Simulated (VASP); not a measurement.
# Pt (Fm-3m) in VASP: further runs

Pt is run at these levels: PBEsol; tasks: single point.

Everything below comes from runs of VASP 6.6.1. Logs are shortened: lines on timing, memory, paths and dates and some standing lists are left out, and cuts for length are marked.

## 1. The cell of the first run

It takes space group Fm-3m (No. 225, cubic). Conventional cell: a = 3.976 Å, b = 3.976 Å, c = 3.976 Å, α = 90.00°, β = 90.00°, γ = 90.00°. Pt (site symmetry m-3m) has 12 Pt at 2.81 Å within 3.7 Å.

## 2. Single point, PBEsol, collinear spin, ferromagnetic start

INCAR reads:

```
ALGO = Normal
EDIFF = 1E-6
ENCUT = 520
GGA = PS
ISIF = 2
ISMEAR = 0
ISPIN = 2
LASPH = T
LCHARG = T
LELF = T
LMAXMIX = 4
LORBIT = 11
LREAL = F
LVHAR = T
LWAVE = F
MAGMOM = 0.4
NBANDS = 15
NELM = 150
NUPDOWN = 0.4
PREC = Accurate
SIGMA = 0.15
```

KPOINTS reads:

```
k-points
0
Gamma
  22 22 22
```

POSCAR reads:

```
Pt
1.0
    0.0000000000      1.9879272712      1.9879272712
    1.9879272712      0.0000000000      1.9879272712
    1.9879272712      1.9879272712      0.0000000000
Pt
1
Direct
    0.0000000000      0.0000000000      0.0000000000
```

Potentials or basis: VASP PAW PBE potentials, release 64 (Pt).

Launch:

```bash
$ cat potpaw_PBE.64/Pt/POTCAR > POTCAR
$ mpirun -np 1 vasp_std > vasp.out
```

OUTCAR:

```text
EDIFF = 1E-6
   ENCUT = 520
   GGA = PS
   ISIF = 2
   ISMEAR = 0
   ISPIN = 2
   LASPH = T
   LORBIT = 11
   LREAL = F
   NELM = 150
   NUPDOWN = 0.4
   PREC = Accurate

 ion  position               nearest neighbor table
   1  0.000  0.000  0.000-

  LATTYP: Found a face centered cubic cell.
 ALAT       =     3.9758545424

  Lattice vectors:

 A1 = (   0.0000000000,   1.9879272712,   1.9879272712)
 A2 = (   1.9879272712,   0.0000000000,   1.9879272712)
 A3 = (   1.9879272712,   1.9879272712,   0.0000000000)

Analysis of symmetry for initial positions (statically):
=====================================================================
 Subroutine PRICEL returns:
 Original cell was already a primitive cell.

 Routine SETGRP: Setting up the symmetry group for a
 face centered cubic supercell.

 Subroutine GETGRP returns: Found 48 space group operations
 (whereof 48 operations were pure point group operations)
 out of a pool of 48 trial point group operations.

The static configuration has the point symmetry O_h .

Analysis of symmetry for dynamics (positions and initial velocities):
=====================================================================
 Subroutine PRICEL returns:
 Original cell was already a primitive cell.

 Routine SETGRP: Setting up the symmetry group for a
 face centered cubic supercell.

 Subroutine GETGRP returns: Found 48 space group operations
 (whereof 48 operations were pure point group operations)
 out of a pool of 48 trial point group operations.

The dynamic configuration has the point symmetry O_h .

Analysis of structural, dynamic, and magnetic symmetry:
=====================================================================
 Subroutine PRICEL returns:
 Original cell was already a primitive cell.

 Routine SETGRP: Setting up the symmetry group for a
 face centered cubic supercell.

 Subroutine GETGRP returns: Found 48 space group operations
 (whereof 48 operations were pure point group operations)
 out of a pool of 48 trial point group operations.

The overall configuration has the point symmetry O_h .

 Subroutine INISYM returns: Found 48 space group operations
 (whereof 48 operations are pure point group operations),
 and found     1 'primitive' translations

----------------------------------------------------------------------------------------

                                     Primitive cell

  volume of cell :      15.7120

  direct lattice vectors                    reciprocal lattice vectors
     0.000000000  1.987927271  1.987927271    -0.251518256  0.251518256  0.251518256
     1.987927271  0.000000000  1.987927271     0.251518256 -0.251518256  0.251518256
[... 117 lines left out ...]
  volume of cell :       15.71
 maximum number of plane-waves:       444
 NGX is ok and might be reduce to    24
   NGX = 11   NGY = 11   NGZ = 11

 number of electron      10.0000002 magnetization       0.4000000

 Free energy of the ion-electron system (eV)
  ---------------------------------------------------
  ext. energy  EPLUGINS =         0.00000000
  ---------------------------------------------------
  free energy    TOTEN  =        -6.93531299 eV

  energy without entropy =       -6.91760386  energy(sigma->0) =       -6.92645842

 E-fermi :  10.2735     XC(G=0): -13.3856

 val. band max:       10.4348252183   @ k =   0.5000   0.3636   0.0000
 cond. band min:      10.2740666084   @ k =  -0.2273   0.1364   0.0455
 fundamental gap:     -0.1607586099
 Fermi energy:        10.4400063142

 spin component 1

 k-point     1 :       0.0000    0.0000    0.0000
  band No.  band energies     occupation
      1       0.4509      1.00000
      2       6.6335      1.00000
      3       6.6335      1.00000
      4       6.6335      1.00000
      5       8.6797      1.00000
      6       8.6797      1.00000
      7      25.0286      0.00000
      8      29.7539      0.00000
      9      29.7539      0.00000
     10      29.7539      0.00000
     11      34.9277      0.00000
     12      41.5027      0.00000
     13      41.5027      0.00000
     14      41.5027      0.00000
[... 403 lines left out ...]
      4       9.1707      1.00000
      5      10.1246      0.99853
      6      10.8537      0.00005
      7      15.9380      0.00000
      8      24.7220      0.00000
      9      28.6295      0.00000
     10      29.0757      0.00000
     11      37.6296      0.00000
     12      37.9372      0.00000
     13      39.2044      0.00000
     14      42.8893      0.00000
     15      42.9886      0.00000

 [... further k-points ...]

 spin component 2

 k-point     1 :       0.0000    0.0000    0.0000
  band No.  band energies     occupation
      1       0.5173      1.00000
      2       6.9046      1.00000
      3       6.9046      1.00000
      4       6.9046      1.00000
      5       8.9251      1.00000
      6       8.9251      1.00000
      7      25.0797      0.00000
      8      29.7983      0.00000
      9      29.7983      0.00000
     10      29.7983      0.00000
     11      34.9258      0.00000
     12      41.5954      0.00000
     13      41.5954      0.00000
     14      41.5954      0.00000
[... 403 lines left out ...]
      4       9.2981      1.00000
      5      10.4165      0.08879
      6      11.0610      0.00000
      7      16.1547      0.00000
      8      24.7558      0.00000
      9      28.7217      0.00000
     10      29.1679      0.00000
     11      37.6966      0.00000
     12      38.0047      0.00000
     13      39.2828      0.00000
     14      43.2558      0.00000
     15      43.3768      0.00000

 [... further k-points ...]
[... 5 lines left out ...]
  --------------------------------------------------------------------------------------
  -------------------------------------------------------------------------------------
  Total       -1.0610316     -1.0610316     -1.0610316     -0.0000000      0.0000000     -0.0000000
  in kB     -108.1950633   -108.1950633   -108.1950633     -0.0000000      0.0000000     -0.0000000
  external PRESSURE =    -108.1950633 kB  Pullay stress =       0.0000000 kB

 VOLUME and BASIS-vectors are now :
 -----------------------------------------------------------------------------
  energy-cutoff  :      520.00
  volume of cell :       15.71
      direct lattice vectors                 reciprocal lattice vectors
     0.000000000  1.987927271  1.987927271    -0.251518256  0.251518256  0.251518256
     1.987927271  0.000000000  1.987927271     0.251518256 -0.251518256  0.251518256
     1.987927271  1.987927271  0.000000000     0.251518256  0.251518256 -0.251518256

 POSITION                                       TOTAL-FORCE (eV/Angst)
 -----------------------------------------------------------------------------------
      0.00000      0.00000      0.00000         0.000000      0.000000      0.000000
 -----------------------------------------------------------------------------------
    total drift:                               -0.000000      0.000000     -0.000000

  FREE ENERGIE OF THE ION-ELECTRON SYSTEM (eV)
  ---------------------------------------------------
  free  energy   TOTEN  =        -6.9353129900 eV

  energy  without entropy=       -6.9176038559  energy(sigma->0) =       -6.92645842

 total charge

# of ion       s       p       d       tot
------------------------------------------
    1        0.612   0.565   8.001   9.179

 magnetization (x)

# of ion       s       p       d       tot
------------------------------------------
    1       -0.000  -0.004   0.402   0.397
```

OSZICAR:

```text
N       E                     dE             d eps       ncg     rms          rms(c)
DAV:   1     0.422584682813E+02    0.42258E+02   -0.47204E+03 19815   0.581E+02
DAV:   2    -0.661028692919E+01   -0.48869E+02   -0.46489E+02 26099   0.154E+02
DAV:   3    -0.738525469029E+01   -0.77497E+00   -0.77264E+00 26631   0.175E+01
DAV:   4    -0.738783257303E+01   -0.25779E-02   -0.25777E-02 23643   0.117E+00
DAV:   5    -0.738784892359E+01   -0.16351E-04   -0.16350E-04 26473   0.800E-02    0.120E+01
DAV:   6    -0.697887272510E+01    0.40898E+00   -0.88318E-01 28626   0.580E+00    0.612E+00
DAV:   7    -0.693945355127E+01    0.39419E-01   -0.13295E-01 28619   0.216E+00    0.277E+00
DAV:   8    -0.693621078972E+01    0.32428E-02   -0.18596E-03 24539   0.314E-01    0.140E+00
DAV:   9    -0.693533433593E+01    0.87645E-03   -0.81223E-04 27366   0.207E-01    0.205E-01
DAV:  10    -0.693531093395E+01    0.23402E-04   -0.49489E-05 25343   0.470E-02    0.158E-02
DAV:  11    -0.693531224130E+01   -0.13074E-05   -0.16659E-06 25057   0.745E-03    0.126E-02
DAV:  12    -0.693531299000E+01   -0.74870E-06   -0.22873E-07 19236   0.324E-03
   1 F= -.69353130E+01 E0= -.69264584E+01  d E =-.177091E-01  mag=     0.4000
```

stdout:

```text
POSCAR found type information on POSCAR Pt
 POSCAR found :  1 types and       1 ions
 scaLAPACK will be used
 -----------------------------------------------------------------------------
|                                                                             |
|                                                                             |
|     You enforced a specific xc type in the INCAR file but a different       |
|     I HOPE YOU KNOW WHAT YOU ARE DOING!                                     |
|                                                                             |
 -----------------------------------------------------------------------------

 LDA part: xc-table for (Slater+PW92), standard interpolation
 POSCAR, INCAR and KPOINTS ok, starting setup
 FFT: planning ... GRIDC
 FFT: planning ... GRID_SOFT
 FFT: planning ... GRID
 WAVECAR not read
 entering main loop
```

Wall time 4.3 min (1 thread of AMD EPYC 7R43 (Zen 3), shared host); peak memory 0.21 GiB.

Results:

```yaml
Free_energy: -6.9353 eV
Pressure: -10.8 GPa
Net_moment: 0.40 μB per cell
Site_moments: Pt +0.40 μB
Valence_electrons_inside_the_program's_atomic_spheres: Pt 9.18
```

Caveat: the PAW data sets were made with another functional, which shifts forces and pressure a little; spin-orbit coupling is left out, which moves the levels of the heavy elements; the total moment is fixed, so each spin has its own Fermi level.

(Part 1 of 2 ends here.)
